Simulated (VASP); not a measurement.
# BN (P6_3mc) in VASP: notebook, part 2 of 2

VASP 6.6.1.

## Step 3: Single point, PBEsol (strain -0.080 along x and y, +0.080 along z)

INCAR reads:

```
SYSTEM = BN
  PREC = Accurate
  ENCUT = 520
  EDIFF = 1E-7
  ISMEAR = 0
  SIGMA = 0.05
  LREAL = .False.
  LASPH = .True.
  NELM = 100
  ALGO = Normal
  ISIF = 2
  LWAVE = .False.
  LCHARG = .False.
  GGA = PS
  NBANDS = 16
```

KPOINTS reads:

```
Automatic mesh
0
Gamma
  12 12 6
  0 0 0
```

POSCAR reads:

```
BN
1.0
    2.3496244336      0.0000000000      0.0000000000
   -1.1748122168      2.0348344488      0.0000000000
    0.0000000000      0.0000000000      4.5650034000
B N
2 2
Direct
    0.6666666667      0.3333333333      0.9997240000
    0.3333333333      0.6666666667      0.4997240000
    0.6666666667      0.3333333333      0.6252760000
    0.3333333333      0.6666666667      0.1252760000
```

Potentials or basis: VASP PAW PBE potentials, release 64 (B, N).

The run is started by

```
$ cat potpaw_PBE.64/B/POTCAR potpaw_PBE.64/N/POTCAR > POTCAR
$ mpirun -np 1 vasp_std > vasp.out
```

Wall time 31 s (1 thread of AMD EPYC 7R43 (Zen 3), shared host); peak memory 0.1 GiB.

It converged, with:

- Free energy: -35.1485 eV
- Pressure: 46.9 GPa
- Largest force: 0.098 eV/Å
- Band gap on the k mesh: 3.46 eV, direct

Forces in eV/Å, atoms in the order of the input:
```
B    0.000  0.000  0.098
B    0.000  0.000  0.098
N    0.000  0.000 -0.098
N    0.000  0.000 -0.098
```

Stress tensor (GPa, compression positive):
```
104.72   0.00   0.00
  0.00 104.72   0.00
  0.00   0.00 -68.80
```

Levels at points of the mesh, in eV from the valence-band top:
| k point | band 6 | band 7 | band 8 | band 9 | band 10 | band 11 |
| --- | --- | --- | --- | --- | --- | --- |
| (0.00, 0.00, 0.00) | -1.25 | 0.00 | 0.00 | 3.46 | 10.04 | 10.04 |
| (0.50, 0.00, 0.00) | -4.89 | -4.76 | -2.97 | 6.31 | 7.84 | 9.50 |
| (0.00, 0.00, 0.50) | -0.67 | -0.67 | -0.67 | 9.73 | 9.73 | 11.19 |
| (0.50, 0.00, 0.50) | -4.81 | -3.96 | -3.96 | 5.16 | 5.16 | 10.29 |

Caveat: the cell differs from its parent crystal (strain -0.080 along x and y, +0.080 along z); the PAW data sets were made with another functional, which shifts forces and pressure a little.

## Step 4: Single point, PBEsol (strain +0.000 along x and y, -0.080 along z)

INCAR reads:

```
PREC = Accurate
ENCUT = 520
EDIFF = 1E-7
ISMEAR = 0
SIGMA = 0.05
LREAL = False
LASPH = True
NELM = 60
ALGO = Normal
ISIF = 2
LWAVE = False
LCHARG = True
GGA = PS
LELF = True
LVHAR = True
NBANDS = 16
```

KPOINTS reads:

```
regular mesh
0
Gamma
  12 12 6
```

POSCAR reads:

```
BN
1.0
    2.5539396017      0.0000000000      0.0000000000
   -1.2769698009      2.2117765748      0.0000000000
    0.0000000000      0.0000000000      3.8887066000
B N
2 2
Direct
    0.6666666667      0.3333333333      0.9997240000
    0.3333333333      0.6666666667      0.4997240000
    0.6666666667      0.3333333333      0.6252760000
    0.3333333333      0.6666666667      0.1252760000
```

The run is started by

```
$ cat potpaw_PBE.64/B/POTCAR potpaw_PBE.64/N/POTCAR > POTCAR
$ mpirun -np 1 vasp_std > vasp.out
```

Wall time 28 s (1 thread of AMD EPYC 7R43 (Zen 3), shared host); peak memory 0.11 GiB.

Results (log left out):

```yaml
Free_energy: -36.0970 eV
Pressure: 35.1 GPa
Largest_force: 0.842 eV/Å
Band_gap_on_the_k_mesh: 5.13 eV, indirect (least direct gap 7.75 eV)
```

Forces in eV/Å, atoms in the order of the input:
```
B    0.000  0.000  0.842
B    0.000  0.000  0.842
N    0.000  0.000 -0.842
N    0.000  0.000 -0.842
```

Stress tensor (GPa, compression positive):
```
  0.77   0.00   0.00
  0.00   0.77   0.00
  0.00   0.00 103.65
```

Levels at points of the mesh, in eV from the valence-band top:
```tsv
k point	band 6	band 7	band 8	band 9	band 10	band 11
(0.00, 0.00, 0.00)	-0.20	0.00	0.00	7.79	7.79	8.66
(0.50, 0.00, 0.00)	-5.94	-5.04	-1.89	5.91	8.58	10.30
(0.00, 0.00, 0.50)	-1.70	-1.70	-1.70	8.93	8.93	9.68
(0.50, 0.00, 0.50)	-4.30	-3.36	-3.36	6.72	6.72	11.21
```

Caveat: the cell differs from its parent crystal (strain +0.000 along x and y, -0.080 along z); the PAW data sets were made with another functional, which shifts forces and pressure a little. A k mesh can miss the band edges.

## Step 5: Single point, PBEsol (strain -0.040 along x and y, +0.000 along z)

INCAR reads:

```
SYSTEM = BN
ALGO = Normal
EDIFF = 1E-6
ENCUT = 520
GGA = PS
ISIF = 2
ISMEAR = 0
LASPH = .True.
LCHARG = .False.
LREAL = .False.
LWAVE = .False.
NBANDS = 16
NELM = 100
PREC = Accurate
SIGMA = 0.05
```

KPOINTS reads:

```
k-points
0
Gamma
  12 12 6
  0 0 0
```

POSCAR reads:

```
BN
1.0
    2.4517820176      0.0000000000      0.0000000000
   -1.2258910088      2.1233055118      0.0000000000
    0.0000000000      0.0000000000      4.2268550000
B N
2 2
Direct
    0.6666666667      0.3333333333      0.9997240000
    0.3333333333      0.6666666667      0.4997240000
    0.6666666667      0.3333333333      0.6252760000
    0.3333333333      0.6666666667      0.1252760000
```

The run is started by

```
$ cat potpaw_PBE.64/B/POTCAR potpaw_PBE.64/N/POTCAR > POTCAR
$ mpirun -np 1 vasp_std > vasp.out
```

Wall time 24 s (1 thread of AMD EPYC 7R43 (Zen 3), shared host); peak memory 0.11 GiB.

It converged, with:

```
Free energy            : -36.4005 eV
Pressure               : 30.3 GPa
Largest force          : 0.209 eV/Å
Band gap on the k mesh : 4.65 eV, indirect (least direct gap 7.52 eV)
```

Forces in eV/Å, atoms in the order of the input:
```
B    0.000  0.000 -0.209
B    0.000  0.000 -0.209
N    0.000  0.000  0.209
N    0.000  0.000  0.209
```

Stress tensor (GPa, compression positive):
```
45.87  0.00  0.00
 0.00 45.87  0.00
 0.00  0.00 -0.81
```

Levels at points of the mesh, in eV from the valence-band top:
```csv
k point,band 6,band 7,band 8,band 9,band 10,band 11
"(0.00, 0.00, 0.00)",-0.54,0.00,0.00,7.52,8.98,8.98
"(0.50, 0.00, 0.00)",-5.17,-4.81,-2.46,7.20,7.67,11.16
"(0.00, 0.00, 0.50)",-1.09,-1.09,-1.09,10.50,10.50,10.50
"(0.50, 0.00, 0.50)",-4.08,-4.01,-4.01,6.46,6.46,10.23
```

Caveat: the cell differs from its parent crystal (strain -0.040 along x and y, +0.000 along z); the PAW data sets were made with another functional, which shifts forces and pressure a little. A k mesh can miss the band edges.

## Step 6: Single point, PBEsol (strain +0.000 along x and y, -0.040 along z)

INCAR reads:

```
PREC     = Accurate       # precision mode
ENCUT    = 520            # plane-wave cutoff, eV
EDIFF    = 1E-6           # SCF threshold, eV
ISMEAR   = 0              # smearing method
SIGMA    = 0.05           # smearing width, eV
LREAL    = False          # projectors in reciprocal space
LASPH    = True           # aspherical terms in the spheres
NELM     = 60             # most SCF steps
ALGO     = Normal         # electronic algorithm
ISIF     = 2              # what is computed and relaxed
LWAVE    = False          # write WAVECAR
LCHARG   = True           # write CHGCAR
GGA      = PS             # functional
LELF     = True           # ELF
LVHAR    = True         
NBANDS   = 16             # bands
```

KPOINTS reads:

```
Automatic mesh
0
Gamma
  12 12 6
```

POSCAR reads:

```
BN
1.0
    2.5539396017      0.0000000000      0.0000000000
   -1.2769698009      2.2117765748      0.0000000000
    0.0000000000      0.0000000000      4.0577808000
B N
2 2
Direct
    0.6666666667      0.3333333333      0.9997240000
    0.3333333333      0.6666666667      0.4997240000
    0.6666666667      0.3333333333      0.6252760000
    0.3333333333      0.6666666667      0.1252760000
```

Potentials or basis: VASP PAW PBE potentials, release 64 (B, N).

The run is started by

```
$ cat potpaw_PBE.64/B/POTCAR potpaw_PBE.64/N/POTCAR > POTCAR
$ mpirun -np 1 vasp_std > vasp.out
```

Wall time 27 s (1 thread of AMD EPYC 7R43 (Zen 3), shared host); peak memory 0.1 GiB.

Results (log left out):

```
Free energy            : -36.5209 eV
Pressure               : 11.9 GPa
Largest force          : 0.203 eV/Å
Band gap on the k mesh : 5.05 eV, indirect (least direct gap 8.02 eV)
```

Forces on the atoms (eV/Å):
```
B    0.000  0.000  0.203
B    0.000  0.000  0.203
N    0.000  0.000 -0.203
N    0.000  0.000 -0.203
```

Stress tensor (GPa, compression positive):
```
-2.64  0.00  0.00
 0.00 -2.64  0.00
 0.00  0.00 41.05
```

Levels at points of the mesh, in eV from the valence-band top:
```
           k point  band 4  band 5  band 6  band 7  band 8  band 9  band 10  band 11  band 12  band 13
(0.00, 0.00, 0.00)   -2.52   -2.52   -0.20    0.00    0.00    8.05     8.05     9.04     9.88    10.92
(0.50, 0.00, 0.00)   -7.65   -7.17   -5.41   -4.72   -2.01    6.25     8.18    10.40    11.49    14.45
(0.00, 0.00, 0.50)   -5.50   -1.41   -1.41   -1.41   -1.41    9.15     9.15     9.76     9.76     9.76
(0.50, 0.00, 0.50)  -10.33   -4.01   -4.01   -3.48   -3.48    6.62     6.62    10.44    10.44    14.50
```

Caveat: the cell differs from its parent crystal (strain +0.000 along x and y, -0.040 along z); the PAW data sets were made with another functional, which shifts forces and pressure a little.

## Step 7: Summary

| cell | gap on the mesh (eV) | pressure (GPa) | largest force (eV/Å) |
| --- | --- | --- | --- |
| a = 2.452, b = 2.452, c = 4.058 Å, angles 90.0, 90.0, 120.0°, 4 atoms | 4.73 | 51.1 | 0.10 |
| a = 2.350, b = 2.350, c = 4.565 Å, angles 90.0, 90.0, 120.0°, 4 atoms | 3.46 | 46.9 | 0.10 |
| a = 2.554, b = 2.554, c = 3.889 Å, angles 90.0, 90.0, 120.0°, 4 atoms | 5.13 | 35.1 | 0.84 |
| a = 2.452, b = 2.452, c = 4.227 Å, angles 90.0, 90.0, 120.0°, 4 atoms | 4.65 | 30.3 | 0.21 |
| a = 2.554, b = 2.554, c = 4.058 Å, angles 90.0, 90.0, 120.0°, 4 atoms | 5.05 | 11.9 | 0.20 |

Alike in all rows: task single point; level PBEsol; potentials or basis VASP PAW PBE potentials, release 64 (B, N); no spin polarisation; k mesh 12 × 12 × 6; cutoff (eV) 520; smearing gaussian 0.05 eV.

Caveats: the PAW data sets were made with another functional, which shifts forces and pressure a little.

Absolute energies hang on the potentials; compare differences alone.
